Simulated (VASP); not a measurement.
# Ag (Fm-3m) in VASP: further runs

The runs below take Ag through single point, relaxation of cell and atoms, with RPBE.

Everything below comes from runs of VASP 6.6.1. Logs are shortened: lines on timing, memory, paths and dates and some standing lists are left out, and cuts for length are marked.

## Step 1: The cell of the first run

The structure is cubic, space group Fm-3m (No. 225). Conventional cell: a = 4.212 Å, b = 4.212 Å, c = 4.212 Å, α = 90.00°, β = 90.00°, γ = 90.00°. Ag (site symmetry m-3m) has 12 Ag at 2.98 Å within 3.9 Å.

## Step 2: Single point, RPBE

Input file INCAR:

```
SYSTEM = Ag
ALGO = Normal ; EDIFF = 1E-6
ENCUT = 520 ; GGA = RP
ISIF = 2 ; ISMEAR = -1
LASPH = .True. ; LCHARG = .False.
LREAL = .False. ; LWAVE = .False.
NBANDS = 12 ; NELM = 100
PREC = Accurate ; SIGMA = 0.1
```

Input file KPOINTS:

```
k-points
0
Gamma
  13 13 13
  0 0 0
```

Input file POSCAR:

```
Ag
1.0
    0.0000000000      2.1061994619      2.1061994619
    2.1061994619      0.0000000000      2.1061994619
    2.1061994619      2.1061994619      0.0000000000
Ag
1
Direct
    0.0000000000      0.0000000000      0.0000000000
```

Potentials or basis: VASP PAW PBE potentials, release 64 (Ag).

Command:

```
$ cat potpaw_PBE.64/Ag/POTCAR > POTCAR
$ mpirun -np 1 vasp_std > vasp.out
```

OUTCAR:

```text
SYSTEM = Ag
   EDIFF = 1E-6
   ENCUT = 520
   GGA = RP
   ISIF = 2
   ISMEAR = -1
   LASPH = .True.
   LREAL = .False.
   NELM = 100
   PREC = Accurate

 ion  position               nearest neighbor table
   1  0.000  0.000  0.000-

  LATTYP: Found a face centered cubic cell.
 ALAT       =     4.2123989238

  Lattice vectors:

 A1 = (   0.0000000000,   2.1061994619,   2.1061994619)
 A2 = (   2.1061994619,   0.0000000000,   2.1061994619)
 A3 = (   2.1061994619,   2.1061994619,   0.0000000000)

Analysis of symmetry for initial positions (statically):
=====================================================================
 Subroutine PRICEL returns:
 Original cell was already a primitive cell.

 Routine SETGRP: Setting up the symmetry group for a
 face centered cubic supercell.

 Subroutine GETGRP returns: Found 48 space group operations
 (whereof 48 operations were pure point group operations)
 out of a pool of 48 trial point group operations.

The static configuration has the point symmetry O_h .

Analysis of symmetry for dynamics (positions and initial velocities):
=====================================================================
 Subroutine PRICEL returns:
 Original cell was already a primitive cell.

 Routine SETGRP: Setting up the symmetry group for a
 face centered cubic supercell.

 Subroutine GETGRP returns: Found 48 space group operations
 (whereof 48 operations were pure point group operations)
 out of a pool of 48 trial point group operations.

The dynamic configuration has the point symmetry O_h .

 Subroutine INISYM returns: Found 48 space group operations
 (whereof 48 operations are pure point group operations),
 and found     1 'primitive' translations

----------------------------------------------------------------------------------------

                                     Primitive cell

  volume of cell :      18.6865

  direct lattice vectors                    reciprocal lattice vectors
     0.000000000  2.106199462  2.106199462    -0.237394420  0.237394420  0.237394420
     2.106199462  0.000000000  2.106199462     0.237394420 -0.237394420  0.237394420
     2.106199462  2.106199462  0.000000000     0.237394420  0.237394420 -0.237394420

  length of vectors
     2.978615844  2.978615844  2.978615844     0.411179197  0.411179197  0.411179197

  position of ions in fractional coordinates (direct lattice)
     0.000000000  0.000000000  0.000000000

  ion indices of the primitive-cell ions
   primitive index   ion index
[... 75 lines left out ...]
   EDIFFG = 0.1E-04   stopping-criterion for IOM
   NSW    =      0    number of steps for IOM
   IBRION =     -1    ionic relax: 0-MD 1-quasi-New 2-CG
   NFREE  =      0    steps in history (QN), initial steepest desc. (CG)
   ISIF   =      2    stress and relaxation
   ISYM   =      2    0-nonsym 1-usesym 2-fastsym
   POTIM  = 0.5000    time-step for ionic-motion
   TEBEG  =    0.0;   TEEND  =   0.0 temperature during run
   PSTRESS=    0.0 pullay stress
   NELECT =      11.0000    total number of electrons
   NUPDOWN=      -1.0000    fix difference up-down
   EMIN   =  10.00;   EMAX   =-10.00  energy-range for DOS
   EFERMI =   0.00;   METHOD = LEGACY
   ISMEAR =    -1;   SIGMA  =   0.10  broadening in eV -4-tet -1-fermi 0-gaus
   EFERMI_NEDOS =   21; number of points for ismear=-14 and -15
   IALGO  =     38    algorithm
   IMIX   =      4    mixing-type and parameters
     AMIX     =   0.40;   BMIX     =  1.00
     AMIX_MAG =   1.60;   BMIX_MAG =  1.00
  volume/ion in A,a.u.               =      18.69       126.10
  Fermi-wavevector in a.u.,A,eV,Ry     =   1.372028  2.592757 25.612425  1.882460
  Thomas-Fermi vector in A             =   2.497672
   LORBIT       =      0    0 simple, 1 ext, 2 COOP (PROOUT), +10 PAW based schemes
   GGA     = RP    functional components
   LHFCALC =     F    Hartree Fock is set to
   AEXX    =    0.0000 exact exchange contribution
   IVDW    =     0    specifies the selected vdW correction
   LEPSILON=     F    determine dielectric tensor
   LRPA    =     F    only Hartree local field effects (RPA)
 non-spin polarized calculation
  energy-cutoff  :      520.00
  volume of cell :       18.69
 maximum number of plane-waves:       531
 NGX is ok and might be reduce to    24
   NGX = 11   NGY = 11   NGZ = 11

 number of electron      11.0000003 magnetization

 Free energy of the ion-electron system (eV)
  ---------------------------------------------------
  ext. energy  EPLUGINS =         0.00000000
  ---------------------------------------------------
  free energy    TOTEN  =        -2.20334642 eV

  energy without entropy =       -2.19232702  energy(sigma->0) =       -2.19783672

 E-fermi :   7.5247     XC(G=0): -11.5301

 val. band max:        7.5201906770   @ k =  -0.3077   0.2308   0.0000
 cond. band min:       7.5896505293   @ k =  -0.2308   0.3077   0.0769
 fundamental gap:      0.0694598523
 Fermi energy:         7.5247210940

 k-point     1 :       0.0000    0.0000    0.0000
  band No.  band energies     occupation
      1       0.2824      2.00000
      2       2.8501      2.00000
      3       2.8501      2.00000
      4       2.8501      2.00000
      5       3.7211      2.00000
      6       3.7211      2.00000
      7      23.1504      0.00000
      8      26.2323      0.00000
      9      26.2323      0.00000
     10      26.2323      0.00000
     11      30.7547      0.00000
     12      31.4200      0.00000
[... 331 lines left out ...]
 k-point    24 :       0.4615    0.1538    0.0000
  band No.  band energies     occupation
      1       1.8323      2.00000
      2       2.6961      2.00000
      3       3.1669      2.00000
      4       3.4077      2.00000
      5       4.4142      2.00000
      6       7.0438      1.98383
      7      12.6227      0.00000
      8      21.0090      0.00000
      9      22.0119      0.00000
     10      23.1944      0.00000
     11      31.1029      0.00000
     12      31.1682      0.00000

 [... further k-points ...]
[... 5 lines left out ...]
  --------------------------------------------------------------------------------------
  -------------------------------------------------------------------------------------
  Total       -0.0101443     -0.0101443     -0.0101443      0.0000000     -0.0000000     -0.0000000
  in kB       -0.8697703     -0.8697703     -0.8697703      0.0000000     -0.0000000     -0.0000000
  external PRESSURE =      -0.8697703 kB  Pullay stress =       0.0000000 kB

 VOLUME and BASIS-vectors are now :
 -----------------------------------------------------------------------------
  energy-cutoff  :      520.00
  volume of cell :       18.69
      direct lattice vectors                 reciprocal lattice vectors
     0.000000000  2.106199462  2.106199462    -0.237394420  0.237394420  0.237394420
     2.106199462  0.000000000  2.106199462     0.237394420 -0.237394420  0.237394420
     2.106199462  2.106199462  0.000000000     0.237394420  0.237394420 -0.237394420

 POSITION                                       TOTAL-FORCE (eV/Angst)
 -----------------------------------------------------------------------------------
      0.00000      0.00000      0.00000         0.000000      0.000000      0.000000
 -----------------------------------------------------------------------------------
    total drift:                               -0.000000      0.000000      0.000000

  FREE ENERGIE OF THE ION-ELECTRON SYSTEM (eV)
  ---------------------------------------------------
  free  energy   TOTEN  =        -2.2033464181 eV

  energy  without entropy=       -2.1923270204  energy(sigma->0) =       -2.19783672
```

stdout:

```text
POSCAR found type information on POSCAR Ag
 POSCAR found :  1 types and       1 ions
 scaLAPACK will be used
 -----------------------------------------------------------------------------
|                                                                             |
|                                                                             |
|     You enforced a specific xc type in the INCAR file but a different       |
|     I HOPE YOU KNOW WHAT YOU ARE DOING!                                     |
|                                                                             |
 -----------------------------------------------------------------------------

 LDA part: xc-table for (Slater+PW92), standard interpolation
 POSCAR, INCAR and KPOINTS ok, starting setup
 FFT: planning ... GRIDC
 FFT: planning ... GRID_SOFT
 FFT: planning ... GRID
 WAVECAR not read
 entering main loop
```

It took 11 s on 1 thread of Intel Xeon Platinum 8259CL at 2.50GHz (Skylake/Cascade Lake), shared host; peak memory 0.15 GiB.

Results:

```
Free energy : -2.2033 eV
Pressure    : -0.1 GPa
```

Levels at points of the mesh, in eV from the Fermi level:
```csv
k point,band 3,band 4,band 5,band 6,band 7,band 8,band 9,band 10
"(0.00, 0.00, 0.00)",-4.67,-4.67,-3.80,-3.80,15.63,18.71,18.71,18.71
```

Caveat: the PAW data sets were made with another functional, which shifts forces and pressure a little.

## Step 3: Relaxation of cell and atoms, RPBE

This run uses another cell than the first one, of 17.06 Å³/atom, 0.913 times its volume.

Input file INCAR:

```
SYSTEM = Ag
PREC = Accurate
ENCUT = 600
EDIFF = 1E-6
ISMEAR = -1
SIGMA = 0.1
LREAL = .False.
LASPH = .True.
NELM = 100
ALGO = Normal
ISIF = 3
LWAVE = .False.
LCHARG = .False.
GGA = RP
IBRION = 2
NSW = 80
EDIFFG = -0.01
```

Input file KPOINTS:

```
regular mesh
0
Gamma
  13 13 13
  0 0 0
```

Input file POSCAR:

```
Ag
1.0
    0.0000000000      2.0431000000      2.0431000000
    2.0431000000      0.0000000000      2.0431000000
    2.0431000000      2.0431000000      0.0000000000
Ag
1
Direct
    0.0000000000      0.0000000000      0.0000000000
```

Potentials or basis: VASP PAW PBE potentials, release 64 (Ag).

Command:

```
$ cat potpaw_PBE.64/Ag/POTCAR > POTCAR
$ mpirun -np 1 vasp_std > vasp.out
```

It took 22 s on 1 thread of Intel Xeon Platinum 8259CL at 2.50GHz (Skylake/Cascade Lake), shared host; peak memory 0.16 GiB.

The run converged. Its results:

- Free energy: -2.2021 eV
- Relaxed volume: 18.64 Å³/atom
- Relaxed cell: a = 2.976 Å, b = 2.976 Å, c = 2.976 Å, α = 60.00°, β = 60.00°, γ = 60.00°
- Space group after relaxing (to 0.05 Å): Fm-3m (No. 225)
- Energy gained by relaxing: 38.1 meV/atom
- Ionic steps: 3
- Pressure after relaxing: 0.0 GPa

Step by step:
```
step  energy change (eV)  largest force (eV/Å)  pressure (GPa)  volume (Å³)
   1              0.0000                0.0000            8.50        17.06
   2             -0.0320                0.0000           -2.53        19.39
   3             -0.0381                0.0000            0.04        18.64
```

Final structure:
```xyz
1
Lattice="0.0000 2.1046 2.1046 2.1046 0.0000 2.1046 2.1046 2.1046 0.0000" Properties=species:S:1:pos:R:3 pbc="T T T"
Ag    0.0000    0.0000    0.0000
```

Levels at points of the mesh, in eV from the Fermi level:
| k point | band 4 | band 5 | band 6 | band 7 | band 8 | band 9 |
| --- | --- | --- | --- | --- | --- | --- |
| (0.00, 0.00, 0.00) | -4.68 | -3.81 | -3.81 | 15.63 | 18.73 | 18.73 |

Caveat: the PAW data sets were made with another functional, which shifts forces and pressure a little. Zero-point motion and thermal expansion aren't in these numbers.

## Step 4: Single point, RPBE (volume scaled by 0.88)

Input file INCAR:

```
SYSTEM = Ag
ALGO = Normal
EDIFF = 1E-7
ENCUT = 520
GGA = RP
ISIF = 2
ISMEAR = -1
LASPH = .TRUE.
LCHARG = .FALSE.
LREAL = .FALSE.
LWAVE = .FALSE.
NBANDS = 12
NELM = 80
PREC = Accurate
SIGMA = 0.1
```

Input file KPOINTS:

```
k-points
0
G
  21 21 21
  0 0 0
```

Input file POSCAR:

```
Ag
1.0
    0.0000000000      2.0183371850      2.0183371850
    2.0183371850      0.0000000000      2.0183371850
    2.0183371850      2.0183371850      0.0000000000
Ag
1
Direct
    0.0000000000      0.0000000000      0.0000000000
```

Command:

```
$ cat potpaw_PBE.64/Ag/POTCAR > POTCAR
$ mpirun -np 1 vasp_std > vasp.out
```

It took 34 s on 1 thread of Intel Xeon Platinum 8259CL at 2.50GHz (Skylake/Cascade Lake), shared host; peak memory 0.18 GiB.

It converged, with:

```yaml
Free_energy: -2.1206 eV
Pressure: 13.5 GPa
```

Levels at points of the mesh, in eV from the Fermi level:
| k point | band 3 | band 4 | band 5 | band 6 | band 7 | band 8 | band 9 | band 10 |
| --- | --- | --- | --- | --- | --- | --- | --- | --- |
| (0.00, 0.00, 0.00) | -5.03 | -5.03 | -3.93 | -3.93 | 16.02 | 19.85 | 19.85 | 19.85 |

Caveat: the cell differs from its parent crystal (volume scaled by 0.88); the PAW data sets were made with another functional, which shifts forces and pressure a little.

## Step 5: Single point, RPBE (volume scaled by 0.92)

Input file INCAR:

```
PREC     = Accurate       # precision mode
ENCUT    = 520            # plane-wave cutoff, eV
EDIFF    = 1E-6           # SCF threshold, eV
ISMEAR   = -1             # smearing method
SIGMA    = 0.1            # smearing width, eV
LREAL    = False          # projectors in reciprocal space
LASPH    = True           # aspherical terms in the spheres
NELM     = 60             # most SCF steps
ALGO     = Normal         # electronic algorithm
ISIF     = 2              # what is computed and relaxed
LWAVE    = False          # write WAVECAR
LCHARG   = False          # write CHGCAR
GGA      = RP             # functional
NBANDS   = 12             # bands
```

Input file KPOINTS:

```
Automatic mesh
0
Gamma
  21 21 21
```

Input file POSCAR:

```
Ag
1.0
    0.0000000000      2.0484660625      2.0484660625
    2.0484660625      0.0000000000      2.0484660625
    2.0484660625      2.0484660625      0.0000000000
Ag
1
Direct
    0.0000000000      0.0000000000      0.0000000000
```

Command:

```
$ cat potpaw_PBE.64/Ag/POTCAR > POTCAR
$ mpirun -np 1 vasp_std > vasp.out
```

Wall time 32 s (1 thread of Intel Xeon Platinum 8259CL at 2.50GHz (Skylake/Cascade Lake), shared host); peak memory 0.18 GiB.

The run converged. Its results:

```yaml
Free_energy: -2.1700 eV
Pressure: 7.7 GPa
```

Levels at points of the mesh, in eV from the Fermi level:
```csv
k point,band 2,band 3,band 4,band 5,band 6,band 7,band 8,band 9,band 10,band 11
"(0.00, 0.00, 0.00)",-4.85,-4.85,-4.85,-3.84,-3.84,15.94,19.51,19.51,19.51,24.22
```

Caveat: the cell differs from its parent crystal (volume scaled by 0.92); the PAW data sets were made with another functional, which shifts forces and pressure a little.

## Step 6: Single point, RPBE (volume scaled by 0.96)

Input file INCAR:

```
SYSTEM = Ag
PREC = Accurate ; ENCUT = 520
EDIFF = 1E-6 ; ISMEAR = -1
SIGMA = 0.1 ; LREAL = .False.
LASPH = .True. ; NELM = 80
ALGO = Normal ; ISIF = 2
LWAVE = .False. ; LCHARG = .True.
GGA = RP ; LELF = .True.
LVHAR = .True. ; NBANDS = 12
```

Input file KPOINTS:

```
regular mesh
0
Gamma
  21 21 21
  0 0 0
```

Input file POSCAR:

```
Ag
1.0
    0.0000000000      2.0777338176      2.0777338176
    2.0777338176      0.0000000000      2.0777338176
    2.0777338176      2.0777338176      0.0000000000
Ag
1
Direct
    0.0000000000      0.0000000000      0.0000000000
```

Potentials or basis: VASP PAW PBE potentials, release 64 (Ag).

Command:

```
$ cat potpaw_PBE.64/Ag/POTCAR > POTCAR
$ mpirun -np 1 vasp_std > vasp.out
```

Wall time 32 s (1 thread of Intel Xeon Platinum 8259CL at 2.50GHz (Skylake/Cascade Lake), shared host); peak memory 0.19 GiB.

The run converged. Its results:

```
Free energy : -2.1958 eV
Pressure    : 3.3 GPa
```

Levels at points of the mesh, in eV from the Fermi level:
| k point | band 4 | band 5 | band 6 | band 7 | band 8 | band 9 |
| --- | --- | --- | --- | --- | --- | --- |
| (0.00, 0.00, 0.00) | -4.70 | -3.76 | -3.76 | 15.84 | 19.16 | 19.16 |

Caveat: the cell differs from its parent crystal (volume scaled by 0.96); the PAW data sets were made with another functional, which shifts forces and pressure a little.

## Step 7: Summary

```tsv
task	cell	k mesh	cutoff (eV)	gap on the mesh (eV)	pressure (GPa)
single point	a = 2.979 Å, angles 60.0°, 1 atom	13 × 13 × 13	520	none	-0.1
relaxation of cell and atoms	relaxed from a = 2.889 Å, angles 60.0°, 1 atom	13 × 13 × 13	600	none	0.0
single point	a = 2.854 Å, angles 60.0°, 1 atom	21 × 21 × 21	520	none	13.5
single point	a = 2.897 Å, angles 60.0°, 1 atom	21 × 21 × 21	520	none	7.7
single point	a = 2.938 Å, angles 60.0°, 1 atom	21 × 21 × 21	520	none	3.3
```

Alike in all rows: level RPBE; potentials or basis VASP PAW PBE potentials, release 64 (Ag); no spin polarisation; smearing fermi-dirac 0.1 eV.

Caveats: the PAW data sets were made with another functional, which shifts forces and pressure a little.

Total energies depend on the potentials used, so only differences within one code and one set of settings carry meaning.
